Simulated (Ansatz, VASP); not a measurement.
**Two plane-wave programs on CdTe**

File POSCAR:

```
CdTe
1.0
    0.0000000000      3.2396116693      3.3316974651
    3.2396116693      0.0000000000      3.3316974651
    3.2396116693      3.2396116693      0.0000000000
Cd Te
1 1
Direct
    0.0000000000      0.0000000000      0.0000000000
    0.2500000000      0.2500000000      0.2500000000
```

Contents of INCAR.step1:

```
ALGO = Normal
EDIFF = 1E-5
ENCUT = 520
GGA = PE
ISIF = 2
ISMEAR = 0
LASPH = True
LCHARG = False
LREAL = False
LWAVE = True
NBANDS = 16
NELM = 100
PREC = Accurate
SIGMA = 0.01
```

INCAR.step2

```
ALGO = Normal
EDIFF = 1E-7
ENCUT = 520
GGA = PE
HFSCREEN = 0.2079
ISIF = 2
ISMEAR = 0
ISTART = 1
LASPH = True
LCHARG = False
LHFCALC = True
LREAL = False
LWAVE = False
NBANDS = 16
NELM = 100
PREC = Accurate
PRECFOCK = Normal
SIGMA = 0.01
```

KPOINTS

```
k-points
0
Gamma
  4 4 4
```

Input for Ansatz:

```yaml
crystal:
  lattice:
    - [0.0, 3.2396116693, 3.3316974651]
    - [3.2396116693, 0.0, 3.3316974651]
    - [3.2396116693, 3.2396116693, 0.0]
  atoms:
    - { symbol: Cd, position: [0.0, 0.0, 0.0] }
    - { symbol: Te, position: [0.25, 0.25, 0.25] }
kpoints:
  mp_grid: { grid: [4, 4, 4] }
  band_path:
    path:
      - [0.0, 0.0, 0.0]
      - [-0.5, -0.5, 0.0]
      - [-0.375, -0.375, 0.25]
      - [-0.375, 0.0, 0.375]
      - [0.0, 0.0, 0.5]
      - [-0.5, -0.25, 0.25]
    npoints: 1
hamiltonian:
  xc: hse06
scf:
  occupations: { method: fixed }
  n_extra_bands: 4
output:
  forces: true
  stress: true
  eigenvalues: true
```

Change from the starting cell: epitaxial_xy strain -1.2%.

Alike in both runs: task single point; functional HSE06; k mesh 4 × 4 × 4; no spin polarisation.

|  | VASP | Ansatz |
| --- | --- | --- |
| version | VASP 6.6.1 | Ansatz 0.2.0 |
| potentials or method | VASP PAW PBE potentials, release 64 (Cd, Te) | plane waves, PAW |
| plane-wave cutoff (eV) | 520 | 420 |
| occupations | gaussian, width 0.01 eV | fixed |
| valence electrons in the cell | 18 | 36 |

```tsv
	VASP	Ansatz	Ansatz less VASP
gap on the k mesh at the Fermi level (eV)	1.44	1.52	+0.084
pressure (GPa)	0.6	0.6	0.00
traceless stress, the component that is largest in VASP (GPa)	-0.36	-0.36	0.000
```

VASP's potentials hold 18 valence electrons a cell and Ansatz's 36, so a difference there can come from the potentials and not from the codes. Ansatz's warnings: stress exchange threshold loose, stress scf threshold loose.

Spin-orbit coupling is off throughout.
